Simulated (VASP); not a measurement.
# PbSe (Pm-3m) in VASP: a series of runs, part 2 of 2

VASP 6.6.1.

## Step 3: Single point, RPBE+D3(BJ)

This run uses another cell than the first one, of 20.00 Å³/atom, 0.738 times its volume.

INCAR reads:

```
  ALGO = Normal
  EDIFF = 1E-7
  ENCUT = 520
  GGA = RP
  ISIF = 2
  ISMEAR = -1
  IVDW = 12
  LASPH = T
  LCHARG = F
  LREAL = F
  LWAVE = F
  NBANDS = 17
  NELM = 60
  PREC = Accurate
  SIGMA = 0.05
```

KPOINTS reads:

```
k-points
0
Gamma
  7 7 7
```

POSCAR reads:

```
PbSe
1.0
    3.4201178061      0.0000000000      0.0000000000
    0.0000000000      3.4201178061      0.0000000000
    0.0000000000      0.0000000000      3.4201178061
Pb Se
1 1
Direct
    0.0000000000      0.0000000000      0.0000000000
    0.5000000000      0.5000000000      0.5000000000
```

Potentials or basis: VASP PAW PBE potentials, release 64 (Pb_d, Se).

Run with:

```sh
$ cat potpaw_PBE.64/Pb_d/POTCAR potpaw_PBE.64/Se/POTCAR > POTCAR
$ mpirun -np 1 vasp_std > vasp.out
```

OUTCAR:

```text
EDIFF = 1E-7
   ENCUT = 520
   GGA = RP
   ISIF = 2
   ISMEAR = -1
   IVDW = 12
   LASPH = T
   LREAL = F
   NELM = 60
   PREC = Accurate
 IVDW          = 12

 ion  position               nearest neighbor table
   1  0.000  0.000  0.000-   2 2.96   2 2.96   2 2.96   2 2.96   2 2.96   2 2.96   2 2.96   2 2.96

   2  0.500  0.500  0.500-   1 2.96   1 2.96   1 2.96   1 2.96   1 2.96   1 2.96   1 2.96   1 2.96

  LATTYP: Found a simple cubic cell.
 ALAT       =     3.4201178061

  Lattice vectors:

 A1 = (   3.4201178061,   0.0000000000,   0.0000000000)
 A2 = (   0.0000000000,   3.4201178061,   0.0000000000)
 A3 = (   0.0000000000,   0.0000000000,   3.4201178061)

Analysis of symmetry for initial positions (statically):
=====================================================================
 Subroutine PRICEL returns:
 Original cell was already a primitive cell.

 Routine SETGRP: Setting up the symmetry group for a
 simple cubic supercell.

 Subroutine GETGRP returns: Found 48 space group operations
 (whereof 48 operations were pure point group operations)
 out of a pool of 48 trial point group operations.

The static configuration has the point symmetry O_h .

Analysis of symmetry for dynamics (positions and initial velocities):
=====================================================================
 Subroutine PRICEL returns:
 Original cell was already a primitive cell.

 Routine SETGRP: Setting up the symmetry group for a
 simple cubic supercell.

 Subroutine GETGRP returns: Found 48 space group operations
 (whereof 48 operations were pure point group operations)
 out of a pool of 48 trial point group operations.

The dynamic configuration has the point symmetry O_h .

 Subroutine INISYM returns: Found 48 space group operations
 (whereof 48 operations are pure point group operations),
 and found     1 'primitive' translations

----------------------------------------------------------------------------------------

                                     Primitive cell

  volume of cell :      40.0058

  direct lattice vectors                    reciprocal lattice vectors
     3.420117806  0.000000000  0.000000000     0.292387589  0.000000000  0.000000000
     0.000000000  3.420117806  0.000000000     0.000000000  0.292387589  0.000000000
     0.000000000  0.000000000  3.420117806     0.000000000  0.000000000  0.292387589

  length of vectors
     3.420117806  3.420117806  3.420117806     0.292387589  0.292387589  0.292387589

  position of ions in fractional coordinates (direct lattice)
     0.000000000  0.000000000  0.000000000
     0.500000000  0.500000000  0.500000000

  ion indices of the primitive-cell ions
   primitive index   ion index
                 1           1
                 2           2

----------------------------------------------------------------------------------------

 KPOINTS: k-points

Automatic generation of k-mesh.
 Grid dimensions read from file:
 generate k-points for:    7    7    7

 Generating k-lattice:

  Cartesian coordinates                     Fractional coordinates (reciprocal lattice)
     0.041769656  0.000000000  0.000000000     0.142857143  0.000000000  0.000000000
     0.000000000  0.041769656  0.000000000     0.000000000  0.142857143  0.000000000
     0.000000000  0.000000000  0.041769656     0.000000000  0.000000000  0.142857143

  Length of vectors
     0.041769656  0.041769656  0.041769656

  Shift w.r.t. Gamma in fractional coordinates (k-lattice)
     0.000000000  0.000000000  0.000000000

 Subroutine IBZKPT returns following result:
 ===========================================

 Found     20 irreducible k-points:

 Following reciprocal coordinates:
            Coordinates               Weight
  0.000000  0.000000  0.000000      1.000000
  0.142857  0.000000  0.000000      6.000000
  0.285714  0.000000  0.000000      6.000000
  0.428571  0.000000  0.000000      6.000000
  0.142857  0.142857  0.000000     12.000000
  0.285714  0.142857  0.000000     24.000000
[... 12 lines left out ...]
  0.428571  0.428571  0.285714     24.000000
  0.428571  0.428571  0.428571      8.000000
   k-points           NKPTS =     20   k-points in BZ     NKDIM =     20   number of bands    NBANDS=     17
   number of dos      NEDOS =    301   number of ions     NIONS =      2
   total plane-waves  NPLWV =  21952
   dimension x,y,z NGX =    28 NGY =   28 NGZ =   28
   dimension x,y,z NGXF=    56 NGYF=   56 NGZF=   56
   ions per type =               1   1
   NGX,Y,Z   is equivalent  to a cutoff of  13.61, 13.61, 13.61 a.u.
   NGXF,Y,Z  is equivalent  to a cutoff of  27.22, 27.22, 27.22 a.u.
 SYSTEM =  unknown system
   PREC   = accura    normal or accurate (medium, high low for compatibility)
   ISTART =      0    job   : 0-new  1-cont  2-samecut
   ICHARG =      2    charge: 1-file 2-atom 10-const
   ISPIN  =      1    spin polarized calculation?
   LNONCOLLINEAR =      F non collinear calculations
   LSORBIT =      F    spin-orbit coupling
   LASPH  =      T    aspherical Exc in radial PAW
   ENCUT  =  520.0 eV  38.22 Ry    6.18 a.u.   6.36  6.36  6.36*2*pi/ulx,y,z
   NELM   =     60;   NELMIN=  2; NELMDL= -5     # of ELM steps
   EDIFF  = 0.1E-06   stopping-criterion for ELM
   LREAL  =      F    real-space projection
   EDIFFG = 0.1E-05   stopping-criterion for IOM
   NSW    =      0    number of steps for IOM
   IBRION =     -1    ionic relax: 0-MD 1-quasi-New 2-CG
   NFREE  =      0    steps in history (QN), initial steepest desc. (CG)
   ISIF   =      2    stress and relaxation
   ISYM   =      2    0-nonsym 1-usesym 2-fastsym
   POTIM  = 0.5000    time-step for ionic-motion
   TEBEG  =    0.0;   TEEND  =   0.0 temperature during run
   PSTRESS=    0.0 pullay stress
   NELECT =      20.0000    total number of electrons
   NUPDOWN=      -1.0000    fix difference up-down
   EMIN   =  10.00;   EMAX   =-10.00  energy-range for DOS
   EFERMI =   0.00;   METHOD = LEGACY
   ISMEAR =    -1;   SIGMA  =   0.05  broadening in eV -4-tet -1-fermi 0-gaus
   EFERMI_NEDOS =   21; number of points for ismear=-14 and -15
   IALGO  =     38    algorithm
   IMIX   =      4    mixing-type and parameters
     AMIX     =   0.40;   BMIX     =  1.00
     AMIX_MAG =   1.60;   BMIX_MAG =  1.00
  volume/ion in A,a.u.               =      20.00       134.99
  Fermi-wavevector in a.u.,A,eV,Ry     =   1.299303  2.455327 22.969195  1.688188
  Thomas-Fermi vector in A             =   2.430575
   LORBIT       =      0    0 simple, 1 ext, 2 COOP (PROOUT), +10 PAW based schemes
   GGA     = RP    functional components
   LHFCALC =     F    Hartree Fock is set to
   AEXX    =    0.0000 exact exchange contribution
   IVDW    =    12    specifies the selected vdW correction
   LEPSILON=     F    determine dielectric tensor
   LRPA    =     F    only Hartree local field effects (RPA)
 non-spin polarized calculation
  energy-cutoff  :      520.00
  volume of cell :       40.01
 maximum number of plane-waves:      1092
 NGX is ok and might be reduce to    28
   NGX = 13   NGY = 13   NGZ = 13

 number of electron      19.9999996 magnetization

 Free energy of the ion-electron system (eV)
  ---------------------------------------------------
  ext. energy  EPLUGINS =         0.00000000
  ---------------------------------------------------
  free energy    TOTEN  =        -5.82413210 eV

  energy without entropy =       -5.81066832  energy(sigma->0) =       -5.81740021

 E-fermi :   9.4582     XC(G=0): -11.3833

 val. band max:        9.3278076842   @ k =   0.2857   0.1429   0.0000
 cond. band min:       9.4981171009   @ k =   0.4286   0.4286   0.2857
 fundamental gap:      0.1703094167
 Fermi energy:         9.4582033692

 k-point     1 :       0.0000    0.0000    0.0000
  band No.  band energies     occupation
      1      -8.0102      2.00000
      2      -8.0102      2.00000
      3      -7.6368      2.00000
      4      -7.6368      2.00000
      5      -7.6368      2.00000
      6      -6.4286      2.00000
[... 9 lines left out ...]
     16      23.4202      0.00000
     17      23.4223      0.00000
[... 361 lines left out ...]
 k-point    20 :       0.4286    0.4286    0.4286
  band No.  band energies     occupation
      1      -7.9412      2.00000
      2      -7.9159      2.00000
      3      -7.9159      2.00000
      4      -7.5274      2.00000
      5      -7.5274      2.00000
      6      -2.7184      2.00000
[... 9 lines left out ...]
     16      24.9338      0.00000
     17      28.0605      0.00000

------------------------ aborting loop because EDIFF is reached ----------------------------------------

 Edisp (eV)   -5.88101

 E8    (eV) :    -4.0346

  FORCE on cell =-STRESS in cart. coord.  units (eV):
  Direction    XX          YY          ZZ          XY          YZ          ZX
  --------------------------------------------------------------------------------------
  -------------------------------------------------------------------------------------
  Total       0.00574     0.00574     0.00574    -0.00000     0.00000    -0.00000
  in kB       0.23000     0.23000     0.23000    -0.00000     0.00000    -0.00000
  external pressure =        0.23 kB  Pullay stress =        0.00 kB

 VOLUME and BASIS-vectors are now :
 -----------------------------------------------------------------------------
  energy-cutoff  :      520.00
  volume of cell :       40.01
      direct lattice vectors                 reciprocal lattice vectors
     3.420117806  0.000000000  0.000000000     0.292387589  0.000000000  0.000000000
     0.000000000  3.420117806  0.000000000     0.000000000  0.292387589  0.000000000
     0.000000000  0.000000000  3.420117806     0.000000000  0.000000000  0.292387589

 POSITION                                       TOTAL-FORCE (eV/Angst)
 -----------------------------------------------------------------------------------
      0.00000      0.00000      0.00000         0.000000      0.000000      0.000000
      1.71006      1.71006      1.71006         0.000000      0.000000      0.000000
 -----------------------------------------------------------------------------------
    total drift:                               -0.000000      0.000000     -0.000000

  FREE ENERGIE OF THE ION-ELECTRON SYSTEM (eV)
  ---------------------------------------------------
  free  energy   TOTEN  =       -11.7051405631 eV

  energy  without entropy=      -11.6916767795  energy(sigma->0) =      -11.69840867
```

It took 14 s on 1 thread of Intel Xeon Platinum 8259CL at 2.50GHz (Skylake/Cascade Lake), shared host; peak memory 0.17 GiB.

What came out:

```yaml
Free_energy: -11.7051 eV
Pressure: 0.0 GPa
Band_gap_on_the_k_mesh: zero (band 10 reaches 9.61 eV, above the bottom of band 11 at 8.27 eV)
Dispersion_energy_per_atom: -2.941 eV
```

Caveat: the PAW data sets were made with another functional, which shifts forces and pressure a little; spin-orbit coupling is left out, which moves the levels of the heavy elements; pairwise dispersion overbinds metals, which lowers pressure and volume.

## Step 4: Single point, PBEsol+D3(BJ)

This run uses another cell than the first one, of 24.29 Å³/atom, 0.896 times its volume.

INCAR reads:

```
SYSTEM = PbSe
PREC     = Accurate       ! precision mode
ENCUT    = 520            ! plane-wave cutoff, eV
EDIFF    = 1E-6           ! SCF threshold, eV
ISMEAR   = -1             ! smearing method
SIGMA    = 0.05           ! smearing width, eV
LREAL    = .FALSE.        ! projectors in reciprocal space
LASPH    = .TRUE.         ! aspherical terms in the spheres
NELM     = 80             ! most SCF steps
ALGO     = Normal         ! electronic algorithm
ISIF     = 2              ! what is computed and relaxed
LWAVE    = .FALSE.        ! write WAVECAR
LCHARG   = .FALSE.        ! write CHGCAR
GGA      = PS             ! functional
IVDW     = 12             ! dispersion correction
NBANDS   = 17             ! bands
```

KPOINTS reads:

```
Automatic mesh
0
G
  7 7 7
  0 0 0
```

POSCAR reads:

```
PbSe
1.0
    3.6487679380      0.0000000000      0.0000000000
    0.0000000000      3.6487679380      0.0000000000
    0.0000000000      0.0000000000      3.6487679380
Pb Se
1 1
Direct
    0.0000000000      0.0000000000      0.0000000000
    0.5000000000      0.5000000000      0.5000000000
```

Run with:

```sh
$ cat potpaw_PBE.64/Pb_d/POTCAR potpaw_PBE.64/Se/POTCAR > POTCAR
$ mpirun -np 1 vasp_std > vasp.out
```

Run time: 11 s. Hardware: 1 thread of Intel Xeon Platinum 8259CL at 2.50GHz (Skylake/Cascade Lake), shared host; peak memory 0.17 GiB.

Results (log left out):

```
Free energy                : -9.3389 eV
Pressure                   : 0.0 GPa
Band gap on the k mesh     : zero (band 10 reaches 6.49 eV, above the bottom of band 11 at 5.95 eV)
Dispersion energy per atom : -0.424 eV
```

Levels at points of the mesh, in eV from the Fermi level:
```csv
k point,band 8,band 9,band 10,band 11,band 12,band 13
"(0.00, 0.00, 0.00)",-1.83,-1.83,-1.83,4.87,4.87,6.79
```

Caveat: the PAW data sets were made with another functional, which shifts forces and pressure a little; spin-orbit coupling is left out, which moves the levels of the heavy elements; pairwise dispersion overbinds metals, which lowers pressure and volume.

## Step 5: The runs side by side

```tsv
level	spin	cell	k mesh	grid for exact exchange (PRECFOCK)	screening parameter	gap on the mesh (eV)	pressure (GPa)
HSE06	non-collinear, zero start, SOC	a = 3.784 Å, 2 atoms	3 × 3 × 3	Normal	0.2079 1/Å	-	-1.9
RPBE+D3(BJ)	off	a = 3.420 Å, 2 atoms	7 × 7 × 7	-	-	none	0.0
PBEsol+D3(BJ)	off	a = 3.649 Å, 2 atoms	7 × 7 × 7	-	-	none	0.0
```

Alike in all rows: task single point; potentials or basis VASP PAW PBE potentials, release 64 (Pb_d, Se); cutoff (eV) 520; smearing fermi-dirac 0.05 eV.

Caveats: some runs use coarse meshes; the PAW data sets were made with another functional, which shifts forces and pressure a little; spin-orbit coupling is left out, which moves the levels of the heavy elements (some runs); pairwise dispersion overbinds metals, which lowers pressure and volume (some runs).

Absolute energies hang on the potentials; compare differences alone.
